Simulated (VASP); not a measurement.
# SiTe (P6/mmm) in VASP: notebook

The runs below take SiTe through single point, with PBEsol-based global hybrid, PBEsol-based screened hybrid.

Everything below comes from runs of VASP 6.6.1. Logs are shortened: lines on timing, memory, paths and dates and some standing lists are left out, and cuts for length are marked.

## 1. The cell of the first run

Symmetry: P6/mmm, No. 191, hexagonal system. The conventional cell has a = 3.714 Å, b = 3.714 Å, c = 4.976 Å, α = 90.00°, β = 90.00°, γ = 120.00°. Within 3.3 Å of Si (site symmetry 6/mmm) lie 2 Te at 2.49 Å. Within 3.3 Å of Te (site symmetry 6/mmm) lie 2 Si at 2.49 Å.

## 2. Single point, PBEsol-based global hybrid

Contents of POSCAR:

```
SiTe
1.0
    3.7143358800      0.0000000000      0.0000000000
   -1.8571679400      3.2167092300      0.0000000000
    0.0000000000      0.0000000000      4.9763725600
Si Te
1 1
Direct
    0.0000000000      0.0000000000      0.5000000000
    0.0000000000      0.0000000000      0.0000000000
```

Contents of INCAR.step1:

```
PREC = Accurate ; ENCUT = 520
EDIFF = 1E-5 ; ISMEAR = -1
SIGMA = 0.05 ; LREAL = F
LASPH = T ; NELM = 60
ALGO = Normal ; ISIF = 2
LWAVE = T ; LCHARG = F
NBANDS = 12 ; GGA = PE
```

Contents of INCAR.step2:

```
PREC = Accurate ; ENCUT = 520
EDIFF = 1E-6 ; ISMEAR = -1
SIGMA = 0.05 ; LREAL = F
LASPH = T ; NELM = 60
ALGO = Normal ; ISIF = 2
LWAVE = F ; LCHARG = F
GGA = PS ; LHFCALC = T
AEXX = 0.25 ; PRECFOCK = Normal
NBANDS = 12 ; ISTART = 1
```

Contents of KPOINTS:

```
regular mesh
0
Gamma
  4 4 3
```

Potentials or basis: VASP PAW PBE potentials, release 64 (Si, Te).

On the command line:

```console
$ cat potpaw_PBE.64/Si/POTCAR potpaw_PBE.64/Te/POTCAR > POTCAR
$ cp INCAR.step1 INCAR
$ mpirun -np 1 vasp_std > vasp.out
$ cp INCAR.step2 INCAR
$ mpirun -np 1 vasp_std > vasp.out
```

OUTCAR:

```text
PREC = Accurate
   ENCUT = 520
   EDIFF = 1E-6
   ISMEAR = -1
   LREAL = F
   LASPH = T
   NELM = 60
   ISIF = 2
   GGA = PS
   LHFCALC = T
   AEXX = 0.25
   PRECFOCK = Normal
   ISTART = 1

 ion  position               nearest neighbor table
   1  0.000  0.000  0.500-   2 2.49   2 2.49
   2  0.000  0.000  0.000-   1 2.49   1 2.49

  LATTYP: Found a hexagonal cell.
 ALAT       =     3.7143358800
 C/A-ratio  =     1.3397745171

  Lattice vectors:

 A1 = (   3.7143358800,   0.0000000000,   0.0000000000)
 A2 = (  -1.8571679400,   3.2167092300,   0.0000000000)
 A3 = (   0.0000000000,   0.0000000000,   4.9763725600)

Analysis of symmetry for initial positions (statically):
=====================================================================
 Subroutine PRICEL returns:
 Original cell was already a primitive cell.

 Routine SETGRP: Setting up the symmetry group for a
 hexagonal supercell.

 Subroutine GETGRP returns: Found 24 space group operations
 (whereof 24 operations were pure point group operations)
 out of a pool of 24 trial point group operations.

The static configuration has the point symmetry D_6h.

Analysis of symmetry for dynamics (positions and initial velocities):
=====================================================================
 Subroutine PRICEL returns:
 Original cell was already a primitive cell.

 Routine SETGRP: Setting up the symmetry group for a
 hexagonal supercell.

 Subroutine GETGRP returns: Found 24 space group operations
 (whereof 24 operations were pure point group operations)
 out of a pool of 24 trial point group operations.

The dynamic configuration has the point symmetry D_6h.

 Subroutine INISYM returns: Found 24 space group operations
 (whereof 24 operations are pure point group operations),
 and found     1 'primitive' translations

----------------------------------------------------------------------------------------

                                     Primitive cell

  volume of cell :      59.4574

  direct lattice vectors                    reciprocal lattice vectors
     3.714335880  0.000000000  0.000000000     0.269227133  0.155438358  0.000000000
    -1.857167940  3.216709230  0.000000000     0.000000000  0.310876715  0.000000000
     0.000000000  0.000000000  4.976372560     0.000000000  0.000000000  0.200949585

  length of vectors
     3.714335880  3.714335880  4.976372560     0.310876715  0.310876715  0.200949585

  position of ions in fractional coordinates (direct lattice)
     0.000000000  0.000000000  0.500000000
     0.000000000  0.000000000  0.000000000

  ion indices of the primitive-cell ions
   primitive index   ion index
                 1           1
                 2           2

----------------------------------------------------------------------------------------

 KPOINTS: regular mesh

Automatic generation of k-mesh.
 Grid dimensions read from file:
 generate k-points for:    4    4    3

 Generating k-lattice:

  Cartesian coordinates                     Fractional coordinates (reciprocal lattice)
     0.067306783  0.038859589  0.000000000     0.250000000  0.000000000  0.000000000
     0.000000000  0.077719179  0.000000000     0.000000000  0.250000000  0.000000000
     0.000000000  0.000000000  0.066983195     0.000000000  0.000000000  0.333333333

  Length of vectors
     0.077719179  0.077719179  0.066983195

  Shift w.r.t. Gamma in fractional coordinates (k-lattice)
     0.000000000  0.000000000  0.000000000

 Subroutine IBZKPT returns following result:
 ===========================================

 Found      8 irreducible k-points:

 Following reciprocal coordinates:
            Coordinates               Weight
  0.000000  0.000000  0.000000      1.000000
  0.250000  0.000000  0.000000      6.000000
  0.500000  0.000000  0.000000      3.000000
  0.250000  0.250000  0.000000      6.000000
  0.000000  0.000000  0.333333      2.000000
  0.250000  0.000000  0.333333     12.000000
  0.500000  0.000000  0.333333      6.000000
  0.250000  0.250000  0.333333     12.000000
   k-points           NKPTS =      8   k-points in BZ     NKDIM =     48   number of bands    NBANDS=     12
   number of dos      NEDOS =    301   number of ions     NIONS =      2
   total plane-waves  NPLWV =  31360
   dimension x,y,z NGX =    28 NGY =   28 NGZ =   40
   dimension x,y,z NGXF=    56 NGYF=   56 NGZF=   80
   ions per type =               1   1
   NGX,Y,Z   is equivalent  to a cutoff of  12.53, 12.53, 13.36 a.u.
   NGXF,Y,Z  is equivalent  to a cutoff of  25.06, 25.06, 26.73 a.u.
 SYSTEM =  unknown system
   PREC   = accura    normal or accurate (medium, high low for compatibility)
   ISTART =      1    job   : 0-new  1-cont  2-samecut
   ICHARG =      0    charge: 1-file 2-atom 10-const
   ISPIN  =      1    spin polarized calculation?
   LNONCOLLINEAR =      F non collinear calculations
   LSORBIT =      F    spin-orbit coupling
   LASPH  =      T    aspherical Exc in radial PAW
   ENCUT  =  520.0 eV  38.22 Ry    6.18 a.u.   6.91  6.91  9.25*2*pi/ulx,y,z
   NELM   =     60;   NELMIN=  2; NELMDL=  0     # of ELM steps
   EDIFF  = 0.1E-05   stopping-criterion for ELM
   LREAL  =      F    real-space projection
   EDIFFG = 0.1E-04   stopping-criterion for IOM
   NSW    =      0    number of steps for IOM
   IBRION =     -1    ionic relax: 0-MD 1-quasi-New 2-CG
   NFREE  =      0    steps in history (QN), initial steepest desc. (CG)
   ISIF   =      2    stress and relaxation
   ISYM   =      3    0-nonsym 1-usesym 2-fastsym
   POTIM  = 0.5000    time-step for ionic-motion
   TEBEG  =    0.0;   TEEND  =   0.0 temperature during run
   PSTRESS=    0.0 pullay stress
   NELECT =      10.0000    total number of electrons
   NUPDOWN=      -1.0000    fix difference up-down
   EMIN   =  10.00;   EMAX   =-10.00  energy-range for DOS
   EFERMI =   0.00;   METHOD = LEGACY
   ISMEAR =    -1;   SIGMA  =   0.05  broadening in eV -4-tet -1-fermi 0-gaus
   EFERMI_NEDOS =   21; number of points for ismear=-14 and -15
   IALGO  =     38    algorithm
   IMIX   =      1    mixing-type and parameters
     AMIX     =   0.40;   BMIX     =  1.00
     AMIX_MAG =   1.60;   BMIX_MAG =  1.00
  volume/ion in A,a.u.               =      29.73       200.62
  Fermi-wavevector in a.u.,A,eV,Ry     =   0.903662  1.707674 11.110595  0.816606
  Thomas-Fermi vector in A             =   2.027015
   LORBIT       =      0    0 simple, 1 ext, 2 COOP (PROOUT), +10 PAW based schemes
   GGA     = PS    functional components
   LHFCALC =     T    Hartree Fock is set to
   PRECFOCK=normal    Normal, Fast or Accurate (Low or Medium for compatibility)
   ENCUT4O =  -1.0   cutoff for four orbital integrals eV
   NKREDX  =     1    reduce k-point grid by
   NKREDY  =     1    reduce k-point grid by
   NKREDZ  =     1    reduce k-point grid by
   AEXX    =    0.2500 exact exchange contribution
   HFSCREEN=    0.0000 screening length (either q_TF or 0.3 A-1)
   HFSCREENC=   0.0000 screening length for correlation (either q_TF or 0.3 A-1)
   ENCUTFOCK=  -1.0 apply spherical cutoff to Coloumb kernel
   IVDW    =     0    specifies the selected vdW correction
   LEPSILON=     F    determine dielectric tensor
   LRPA    =     F    only Hartree local field effects (RPA)
 non-spin polarized calculation
  energy-cutoff  :      520.00
  volume of cell :       59.46
 maximum number of plane-waves:      1606
 NGX is ok and might be reduce to    28
  NGX = 24; NGY = 24; NGZ = 28

 number of electron      10.0000000 magnetization

 Free energy of the ion-electron system (eV)
  ---------------------------------------------------
  ext. energy  EPLUGINS =         0.00000000
  ---------------------------------------------------
  free energy    TOTEN  =        -9.04304787 eV

  energy without entropy =       -9.04291063  energy(sigma->0) =       -9.04297925

 E-fermi :   4.7527     XC(G=0):  -7.1963

 val. band max:        4.3799413883   @ k =   0.5000   0.0000   0.3333
 cond. band min:       5.1550895031   @ k =   0.5000   0.0000   0.0000
 fundamental gap:      0.7751481149
 Fermi energy:         4.7527119100

 k-point     1 :       0.0000    0.0000    0.0000
  band No.  band energies     occupation
      1      -9.9623      2.00000
      2      -2.5196      2.00000
      3      -2.1698      2.00000
      4       5.1603      0.00058
      5       5.1603      0.00058
      6       9.8941      0.00000
      7      10.4857      0.00000
      8      10.4857      0.00000
      9      13.1753      0.00000
     10      13.1753      0.00000
     11      14.9929      0.00000
     12      15.0166      0.00000

 k-point     2 :       0.2500    0.0000    0.0000
  band No.  band energies     occupation
      1      -9.3906      2.00000
      2      -1.7614      2.00000
      3      -1.7121      2.00000
      4       1.0959      2.00000
      5       3.5906      2.00000
      6       7.6720      0.00000
      7       9.7440      0.00000
      8      10.3159      0.00000
      9      10.9086      0.00000
     10      14.1264      0.00000
     11      14.3539      0.00000
     12      15.6420      0.00000

 k-point     3 :       0.5000    0.0000    0.0000
  band No.  band energies     occupation
      1      -8.6344      2.00000
      2      -1.2881      2.00000
      3      -1.1775      2.00000
      4      -0.5652      2.00000
      5       2.9030      2.00000
      6       5.1551      0.00064
      7       8.9918      0.00000
      8       9.1800      0.00000
      9       9.3034      0.00000
     10      13.5180      0.00000
     11      14.9595      0.00000
     12      15.9442      0.00000
[... 46 lines left out ...]
 k-point     7 :       0.5000    0.0000    0.3333
  band No.  band energies     occupation
      1      -8.1860      2.00000
      2      -4.3185      2.00000
      3      -0.6556      2.00000
      4       2.3478      2.00000
      5       3.5136      2.00000
      6       4.3799      1.99884
      7       7.3339      0.00000
      8       9.7596      0.00000
      9      11.7628      0.00000
     10      12.1744      0.00000
     11      12.4126      0.00000
     12      16.5052      0.00000

 k-point     8 :       0.2500    0.2500    0.3333
  band No.  band energies     occupation
      1      -8.2088      2.00000
      2      -4.3537      2.00000
      3       0.1649      2.00000
      4       1.8701      2.00000
      5       3.0540      2.00000
      6       5.1850      0.00035
      7       5.5084      0.00000
      8      11.3415      0.00000
      9      13.0717      0.00000
     10      13.5703      0.00000
     11      14.5518      0.00000
     12      15.1901      0.00000

------------------------ aborting loop because EDIFF is reached ----------------------------------------

  FORCE on cell =-STRESS in cart. coord.  units (eV):
  Direction    XX          YY          ZZ          XY          YZ          ZX
  --------------------------------------------------------------------------------------
  -------------------------------------------------------------------------------------
  Total       -1.1069357     -1.1069357      1.5315483      0.0000000      0.0000000      0.0000000
  in kB      -29.8282042    -29.8282042     41.2700894      0.0000000      0.0000000      0.0000000
  external PRESSURE =      -6.1287730 kB  Pullay stress =       0.0000000 kB

 VOLUME and BASIS-vectors are now :
 -----------------------------------------------------------------------------
  energy-cutoff  :      520.00
  volume of cell :       59.46
      direct lattice vectors                 reciprocal lattice vectors
     3.714335880  0.000000000  0.000000000     0.269227133  0.155438358  0.000000000
    -1.857167940  3.216709230  0.000000000     0.000000000  0.310876715  0.000000000
     0.000000000  0.000000000  4.976372560     0.000000000  0.000000000  0.200949585

 POSITION                                       TOTAL-FORCE (eV/Angst)
 -----------------------------------------------------------------------------------
      0.00000      0.00000      2.48819         0.000000      0.000000      0.000000
      0.00000      0.00000      0.00000        -0.000000      0.000000      0.000000
 -----------------------------------------------------------------------------------
    total drift:                                0.000002     -0.000002      0.000000

  FREE ENERGIE OF THE ION-ELECTRON SYSTEM (eV)
  ---------------------------------------------------
  free  energy   TOTEN  =        -9.0430478676 eV

  energy  without entropy=       -9.0429106300  energy(sigma->0) =       -9.04297925
```

It took 4 min on 1 thread of AMD EPYC 9R45 (Zen 5), shared host; peak memory 0.14 GiB.

Results:

```
Free energy            : -9.0430 eV
Pressure               : -0.6 GPa
Band gap on the k mesh : zero (band 5 reaches 5.74 eV, above the bottom of band 6 at 4.38 eV)
```

Stress tensor (GPa, compression positive):
```
-2.98  0.00  0.00
 0.00 -2.98  0.00
 0.00  0.00  4.13
```

Levels at points of the mesh, in eV from the Fermi level:
```csv
k point,band 1,band 2,band 3,band 4,band 5,band 6,band 7,band 8,band 9,band 10
"(0.00, 0.00, 0.00)",-14.72,-7.27,-6.92,0.41,0.41,5.14,5.73,5.73,8.42,8.42
"(0.50, 0.00, 0.00)",-13.39,-6.04,-5.93,-5.32,-1.85,0.40,4.24,4.43,4.55,8.77
```

Caveat: the k points lie up to 0.49 Å⁻¹ apart; the PAW data sets were made with another functional, which shifts forces and pressure a little; spin-orbit coupling is left out, which moves the levels of the heavy elements.

## 3. Single point, PBEsol-based screened hybrid

POSCAR is that of step 2.

Contents of INCAR.step1:

```
ALGO     = Normal         # electronic algorithm
EDIFF    = 1E-5           # SCF threshold, eV
ENCUT    = 520            # plane-wave cutoff, eV
GGA      = PE             # functional
ISIF     = 2              # what is computed and relaxed
ISMEAR   = -1             # smearing method
LASPH    = T              # aspherical terms in the spheres
LCHARG   = F              # write CHGCAR
LREAL    = F              # projectors in reciprocal space
LWAVE    = T              # write WAVECAR
NBANDS   = 12             # bands
NELM     = 100            # most SCF steps
PREC     = Accurate       # precision mode
SIGMA    = 0.05           # smearing width, eV
```

Contents of INCAR.step2:

```
AEXX     = 0.25           # exact-exchange fraction
ALGO     = Normal         # electronic algorithm
EDIFF    = 1E-7           # SCF threshold, eV
ENCUT    = 520            # plane-wave cutoff, eV
GGA      = PS             # functional
HFSCREEN = 0.207          # screening, 1/A
ISIF     = 2              # what is computed and relaxed
ISMEAR   = -1             # smearing method
ISTART   = 1            
LASPH    = T              # aspherical terms in the spheres
LCHARG   = F              # write CHGCAR
LHFCALC  = T              # exact exchange
LREAL    = F              # projectors in reciprocal space
LWAVE    = F              # write WAVECAR
NBANDS   = 12             # bands
NELM     = 100            # most SCF steps
PREC     = Accurate       # precision mode
PRECFOCK = Normal       
SIGMA    = 0.05           # smearing width, eV
```

Contents of KPOINTS:

```
k-points
0
Gamma
  4 4 3
```

Potentials or basis: VASP PAW PBE potentials, release 64 (Si, Te).

On the command line:

```console
$ cat potpaw_PBE.64/Si/POTCAR potpaw_PBE.64/Te/POTCAR > POTCAR
$ cp INCAR.step1 INCAR
$ mpirun -np 1 vasp_std > vasp.out
$ cp INCAR.step2 INCAR
$ mpirun -np 1 vasp_std > vasp.out
```

Run time: 5.1 min. Hardware: 1 thread of AMD EPYC 9R45 (Zen 5), shared host; peak memory 0.24 GiB.

It converged, with:

```
Free energy            : -8.0047 eV
Pressure               : -0.5 GPa
Band gap on the k mesh : zero (band 5 reaches 5.42 eV, above the bottom of band 6 at 4.70 eV)
```

Stress tensor (GPa, compression positive):
```
-2.88  0.00  0.00
 0.00 -2.88  0.00
 0.00  0.00  4.22
```

Levels at points of the mesh, in eV from the Fermi level:
```csv
k point,band 2,band 3,band 4,band 5,band 6,band 7,band 8,band 9
"(0.00, 0.00, 0.00)",-6.84,-6.50,0.09,0.09,4.79,5.33,5.33,8.06
"(0.50, 0.00, 0.00)",-5.60,-5.52,-4.92,-1.45,0.08,3.90,4.03,4.21
```

Caveat: the k points lie up to 0.49 Å⁻¹ apart; the PAW data sets were made with another functional, which shifts forces and pressure a little; spin-orbit coupling is left out, which moves the levels of the heavy elements.
